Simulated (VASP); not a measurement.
# Na in VASP: notebook

The runs below take Na through single point, with PBEsol.

Program: VASP 6.6.1. These are calculated values, not measurements. Logs are shortened: lines on timing, memory, paths and dates and some standing lists are left out, and cuts for length are marked.

**1. The cell of the first run**

Symmetry: P6_3/mmc, No. 194, hexagonal system. The conventional cell has a = 3.841 Å, b = 3.841 Å, c = 6.275 Å, α = 90.00°, β = 90.00°, γ = 120.00°. Na (site symmetry -6m2) has 12 Na at 3.84 Å within 5.0 Å.

**2. Single point, PBEsol (volume scaled by 1.06)**

File INCAR:

```
PREC = Accurate ; ENCUT = 520
EDIFF = 1E-6 ; ISMEAR = -1
SIGMA = 0.05 ; LREAL = F
LASPH = T ; NELM = 80
ALGO = Normal ; ISIF = 2
LWAVE = F ; LCHARG = F
GGA = PS ; NBANDS = 14
```

File KPOINTS:

```
regular mesh
0
Gamma
  8 8 5
```

File POSCAR:

```
Na
1.0
    3.8408815021      0.0000000000      0.0000000000
   -1.9204407510      3.3263009538      0.0000000000
    0.0000000000      0.0000000000      6.2746973092
Na
2
Direct
    0.6666666667      0.3333333333      0.7500000000
    0.3333333333      0.6666666667      0.2500000000
```

Potentials or basis: VASP PAW PBE potentials, release 64 (Na_pv).

Run with:

```bash
$ cat potpaw_PBE.64/Na_pv/POTCAR > POTCAR
$ mpirun -np 1 vasp_std > vasp.out
```

OUTCAR:

```text
PREC = Accurate
   ENCUT = 520
   EDIFF = 1E-6
   ISMEAR = -1
   LREAL = F
   LASPH = T
   NELM = 80
   ISIF = 2
   GGA = PS

 ion  position               nearest neighbor table
   1  0.667  0.333  0.750-
   2  0.333  0.667  0.250-

  LATTYP: Found a hexagonal cell.
 ALAT       =     3.8408815021
 C/A-ratio  =     1.6336607380

  Lattice vectors:

 A1 = (   3.8408815021,   0.0000000000,   0.0000000000)
 A2 = (  -1.9204407510,   3.3263009538,   0.0000000000)
 A3 = (   0.0000000000,   0.0000000000,   6.2746973092)

Analysis of symmetry for initial positions (statically):
=====================================================================
 Subroutine PRICEL returns:
 Original cell was already a primitive cell.

 Routine SETGRP: Setting up the symmetry group for a
 hexagonal supercell.

 Subroutine GETGRP returns: Found 24 space group operations
 (whereof 12 operations were pure point group operations)
 out of a pool of 24 trial point group operations.

The static configuration has the point symmetry D_3d.
 The point group associated with its full space group is D_6h.

Analysis of symmetry for dynamics (positions and initial velocities):
=====================================================================
 Subroutine PRICEL returns:
 Original cell was already a primitive cell.

 Routine SETGRP: Setting up the symmetry group for a
 hexagonal supercell.

 Subroutine GETGRP returns: Found 24 space group operations
 (whereof 12 operations were pure point group operations)
 out of a pool of 24 trial point group operations.

The dynamic configuration has the point symmetry D_3d.
 The point group associated with its full space group is D_6h.

 Subroutine INISYM returns: Found 24 space group operations
 (whereof 12 operations are pure point group operations),
 and found     1 'primitive' translations

----------------------------------------------------------------------------------------

                                     Primitive cell

  volume of cell :      80.1651

  direct lattice vectors                    reciprocal lattice vectors
     3.840881502  0.000000000  0.000000000     0.260356900  0.150317126  0.000000000
    -1.920440751  3.326300954  0.000000000     0.000000000  0.300634252  0.000000000
     0.000000000  0.000000000  6.274697309     0.000000000  0.000000000  0.159370237

[... 84 lines left out ...]
   LREAL  =      F    real-space projection
   EDIFFG = 0.1E-04   stopping-criterion for IOM
   NSW    =      0    number of steps for IOM
   IBRION =     -1    ionic relax: 0-MD 1-quasi-New 2-CG
   NFREE  =      0    steps in history (QN), initial steepest desc. (CG)
   ISIF   =      2    stress and relaxation
   ISYM   =      2    0-nonsym 1-usesym 2-fastsym
   POTIM  = 0.5000    time-step for ionic-motion
   TEBEG  =    0.0;   TEEND  =   0.0 temperature during run
   PSTRESS=    0.0 pullay stress
   NELECT =      14.0000    total number of electrons
   NUPDOWN=      -1.0000    fix difference up-down
   EMIN   =  10.00;   EMAX   =-10.00  energy-range for DOS
   EFERMI =   0.00;   METHOD = LEGACY
   ISMEAR =    -1;   SIGMA  =   0.05  broadening in eV -4-tet -1-fermi 0-gaus
   EFERMI_NEDOS =   21; number of points for ismear=-14 and -15
   IALGO  =     38    algorithm
   IMIX   =      4    mixing-type and parameters
     AMIX     =   0.40;   BMIX     =  1.00
     AMIX_MAG =   1.60;   BMIX_MAG =  1.00
  volume/ion in A,a.u.               =      40.08       270.49
  Fermi-wavevector in a.u.,A,eV,Ry     =   0.915073  1.729237 11.392957  0.837359
  Thomas-Fermi vector in A             =   2.039773
   LORBIT       =      0    0 simple, 1 ext, 2 COOP (PROOUT), +10 PAW based schemes
   GGA     = PS    functional components
   LHFCALC =     F    Hartree Fock is set to
   AEXX    =    0.0000 exact exchange contribution
   IVDW    =     0    specifies the selected vdW correction
   LEPSILON=     F    determine dielectric tensor
   LRPA    =     F    only Hartree local field effects (RPA)
 non-spin polarized calculation
  energy-cutoff  :      520.00
  volume of cell :       80.17
 maximum number of plane-waves:      2184
 NGX is ok and might be reduce to    30
   NGX = 15   NGY = 15   NGZ = 23

 number of electron      13.9999991 magnetization

 Free energy of the ion-electron system (eV)
  ---------------------------------------------------
  ext. energy  EPLUGINS =         0.00000000
  ---------------------------------------------------
  free energy    TOTEN  =        -2.78392179 eV

  energy without entropy =       -2.77691397  energy(sigma->0) =       -2.78041788

 E-fermi :   0.0485     XC(G=0):  -6.2986

 val. band max:       -0.0962356655   @ k =   0.3750   0.1250   0.2000
 cond. band min:       0.0676898930   @ k =   0.1250   0.1250   0.2000
 fundamental gap:      0.1639255585
 Fermi energy:         0.0485110938

 k-point     1 :       0.0000    0.0000    0.0000
  band No.  band energies     occupation
      1     -24.7800      2.00000
      2     -24.7572      2.00000
      3     -24.7572      2.00000
      4     -24.7534      2.00000
      5     -24.7534      2.00000
      6     -24.7534      2.00000
      7      -3.0238      2.00000
      8       0.6311      0.00002
      9       0.9829      0.00000
     10       9.6448      0.00000
     11       9.6448      0.00000
     12       9.9199      0.00000
     13       9.9199      0.00000
     14      10.1313      0.00000
[... 377 lines left out ...]
      1     -24.7769      2.00000
      2     -24.7751      2.00000
      3     -24.7626      2.00000
      4     -24.7604      2.00000
      5     -24.7593      2.00000
      6     -24.7586      2.00000
      7      -0.4798      1.99995
      8       0.2657      0.02566
      9       2.8423      0.00000
     10       3.5601      0.00000
     11       6.0747      0.00000
     12       7.5658      0.00000
     13       7.6293      0.00000
     14       8.2251      0.00000

 [... further k-points ...]
[... 5 lines left out ...]
  --------------------------------------------------------------------------------------
  -------------------------------------------------------------------------------------
  Total       -0.2631909     -0.2631909     -0.3731825     -0.0000000     -0.0000000      0.0000000
  in kB       -5.2601269     -5.2601269     -7.4584155     -0.0000000     -0.0000000      0.0000000
  external PRESSURE =      -5.9928897 kB  Pullay stress =       0.0000000 kB

 VOLUME and BASIS-vectors are now :
 -----------------------------------------------------------------------------
  energy-cutoff  :      520.00
  volume of cell :       80.17
      direct lattice vectors                 reciprocal lattice vectors
     3.840881502  0.000000000  0.000000000     0.260356900  0.150317126  0.000000000
    -1.920440751  3.326300954  0.000000000     0.000000000  0.300634252  0.000000000
     0.000000000  0.000000000  6.274697309     0.000000000  0.000000000  0.159370237

 POSITION                                       TOTAL-FORCE (eV/Angst)
 -----------------------------------------------------------------------------------
      1.92044      1.10877      4.70602         0.000000      0.000000      0.000000
     -0.00000      2.21753      1.56867        -0.000000      0.000000     -0.000000
 -----------------------------------------------------------------------------------
    total drift:                               -0.000000      0.000000     -0.000000

  FREE ENERGIE OF THE ION-ELECTRON SYSTEM (eV)
  ---------------------------------------------------
  free  energy   TOTEN  =        -2.7839217948 eV

  energy  without entropy=       -2.7769139663  energy(sigma->0) =       -2.78041788
```

OSZICAR:

```text
N       E                     dE             d eps       ncg     rms          rms(c)
DAV:   1     0.996591396279E+02    0.99659E+02   -0.76106E+03   848   0.951E+02
DAV:   2     0.127128314344E+01   -0.98388E+02   -0.97385E+02   870   0.273E+02
DAV:   3    -0.272785634586E+01   -0.39991E+01   -0.39958E+01  1122   0.629E+01
DAV:   4    -0.278623475870E+01   -0.58378E-01   -0.58377E-01   924   0.818E+00
DAV:   5    -0.278756140740E+01   -0.13266E-02   -0.13266E-02  1092   0.127E+00    0.320E-01
DAV:   6    -0.278471544720E+01    0.28460E-02   -0.46691E-03  1014   0.105E+00    0.197E-01
DAV:   7    -0.278401238481E+01    0.70306E-03   -0.43276E-03  1038   0.873E-01    0.658E-02
DAV:   8    -0.278392107024E+01    0.91315E-04   -0.48542E-04  1062   0.391E-01    0.450E-03
DAV:   9    -0.278392179481E+01   -0.72457E-06   -0.55062E-06   972   0.299E-02
   1 F= -.27839218E+01 E0= -.27804179E+01  d E =-.700783E-02
```

stdout:

```text
POSCAR found type information on POSCAR Na
 POSCAR found :  1 types and       2 ions
 scaLAPACK will be used
 -----------------------------------------------------------------------------
|                                                                             |
|                                                                             |
|     You enforced a specific xc type in the INCAR file but a different       |
|     I HOPE YOU KNOW WHAT YOU ARE DOING!                                     |
|                                                                             |
 -----------------------------------------------------------------------------

 LDA part: xc-table for (Slater+PW92), standard interpolation
 POSCAR, INCAR and KPOINTS ok, starting setup
 FFT: planning ... GRIDC
 FFT: planning ... GRID_SOFT
 FFT: planning ... GRID
 WAVECAR not read
 entering main loop
```

Run time: 12 s. Hardware: 1 thread of Intel Xeon Platinum 8488C (Sapphire Rapids), shared host; peak memory 0.19 GiB.

Results:

```yaml
Free_energy: -2.7839 eV
Pressure: -0.6 GPa
Band_gap_on_the_k_mesh: zero (band 7 reaches 1.48 eV, above the bottom of band 8 at -1.62 eV)
```

Levels at points of the mesh, in eV from the Fermi level:
```tsv
k point	band 4	band 5	band 6	band 7	band 8	band 9	band 10	band 11
(0.00, 0.00, 0.00)	-24.80	-24.80	-24.80	-3.07	0.58	0.93	9.60	9.60
(0.50, 0.00, 0.00)	-24.81	-24.81	-24.81	0.28	0.37	3.74	3.77	4.16
```

Caveat: the PAW data sets were made with another functional, which shifts forces and pressure a little.

**3. Single point, PBEsol (atoms moved at random)**

File INCAR:

```
SYSTEM = Na
  PREC = Accurate
  ENCUT = 520
  EDIFF = 1E-6
  ISMEAR = -1
  SIGMA = 0.05
  LREAL = .FALSE.
  LASPH = .TRUE.
  NELM = 80
  ALGO = Fast
  ISIF = 2
  LWAVE = .FALSE.
  LCHARG = .FALSE.
  GGA = PS
  NBANDS = 14
```

File KPOINTS:

```
regular mesh
0
G
  8 8 5
  0 0 0
```

File POSCAR:

```
Na
1.0
    3.7670000000      0.0000000000      0.0000000000
   -1.8835000000      3.2623176961      0.0000000000
    0.0000000000      0.0000000000      6.1540000000
Na
2
Direct
    0.6554920000      0.3237810000      0.7498980000
    0.3229620000      0.6585590000      0.2480590000
```

Potentials or basis: VASP PAW PBE potentials, release 64 (Na_pv).

Run with:

```bash
$ cat potpaw_PBE.64/Na_pv/POTCAR > POTCAR
$ mpirun -np 1 vasp_std > vasp.out
```

Wall time 73 s (1 thread of Intel Xeon Platinum 8488C (Sapphire Rapids), shared host); peak memory 0.26 GiB.

It converged, with:

* Free energy: -2.7969 eV
* Pressure: -0.3 GPa
* Largest force: 0.008 eV/Å
* Band gap on the k mesh: zero (band 7 reaches 1.68 eV, above the bottom of band 8 at -1.53 eV)

Forces in eV/Å, atoms in the order of the input:
```
Na   0.000  0.001 -0.008
Na   0.000 -0.001  0.008
```

Stress tensor (GPa, compression positive):
```
-0.24  0.00  0.00
 0.00 -0.23  0.00
 0.00  0.00 -0.47
```

Levels at points of the mesh, in eV from the Fermi level:
```
           k point  band 5  band 6  band 7  band 8  band 9  band 10
(0.00, 0.00, 0.00)  -24.75  -24.75   -3.19    0.59    0.99     9.92
(0.50, 0.00, 0.00)  -24.76  -24.75    0.28    0.40    3.86     3.87
(0.00, 0.50, 0.00)  -24.76  -24.75    0.28    0.40    3.86     3.87
(0.50, 0.50, 0.00)  -24.76  -24.75    0.28    0.40    3.86     3.87
```

Caveat: the cell differs from its parent crystal (atoms moved at random); the PAW data sets were made with another functional, which shifts forces and pressure a little.

[end of part 1 of 2]
